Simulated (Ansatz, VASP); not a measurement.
# BaS: VASP beside Ansatz

Contents of INCAR:

```
SYSTEM = BaS
PREC = Accurate
ENCUT = 520
EDIFF = 1E-8
ISMEAR = -1
SIGMA = 0.08
LREAL = .FALSE.
LASPH = .TRUE.
NELM = 60
ALGO = Normal
ISIF = 2
LWAVE = .FALSE.
LCHARG = .FALSE.
GGA = PE
LEFG = .TRUE.
NBANDS = 15
```

Contents of KPOINTS:

```
regular mesh
0
G
  9 9 9
  0 0 0
```

Contents of POSCAR:

```
BaS
1.0
    0.0000000000      3.5161364223      3.5161364223
    3.5161364223      0.0000000000      3.5161364223
    3.5161364223      3.5161364223      0.0000000000
Ba S
1 1
Direct
    0.0000000000      0.0000000000      0.0000000000
    0.2500000000      0.2500000000      0.2500000000
```

Input for Ansatz:

```yaml
crystal:
  lattice:
    - [0.0, 3.5161364223, 3.5161364223]
    - [3.5161364223, 0.0, 3.5161364223]
    - [3.5161364223, 3.5161364223, 0.0]
  atoms:
    - { symbol: Ba, position: [0.0, 0.0, 0.0] }
    - { symbol: S, position: [0.25, 0.25, 0.25] }
kpoints:
  mp_grid: { grid: [9, 9, 9] }
  band_path:
    path:
      - [0.0, 0.0, 0.0]
      - [-0.5, -0.5, 0.0]
      - [-0.375, -0.375, 0.25]
      - [-0.375, 0.0, 0.375]
      - [0.0, 0.0, 0.0]
      - [0.0, 0.0, 0.5]
      - [-0.5, -0.25, 0.25]
      - [-0.5, -0.5, 0.0]
    npoints: 14
scf:
  occupations: { method: fermi_dirac, width: 0.08 }
hamiltonian:
  xc: pbe
  pseudopotentials: { kind: paw }
output:
  forces: true
  stress: true
  eigenvalues: true
  efg: { contact_densities: true }
  populations: true
  bader: true
  dos: { projected: true, de: 0.2, e_range: [-14, 8] }
  write_density: true
  write_potential: true
  elf: true
  volumetric_format: npy
```

Alike in both runs: task electric field gradients; functional PBE; k mesh 9 × 9 × 9; occupations fermi-dirac, width 0.08 eV; no spin polarisation.

```csv
,VASP,Ansatz
version,VASP 6.6.1,Ansatz 0.2.0
potentials or method,"VASP PAW PBE potentials, release 64 (Ba_sv, S)","PAW with Ansatz's default frozen-core files, scalar-relativistic"
plane-wave cutoff (eV),520,420
valence electrons in the cell,16,16
```

```csv
,VASP,Ansatz,Ansatz less VASP
pressure (GPa),0.5,0.0,-0.43
```

With one functional, cell and mesh, what is left measures potentials, basis and numerics.

Neither program's run includes spin-orbit coupling.
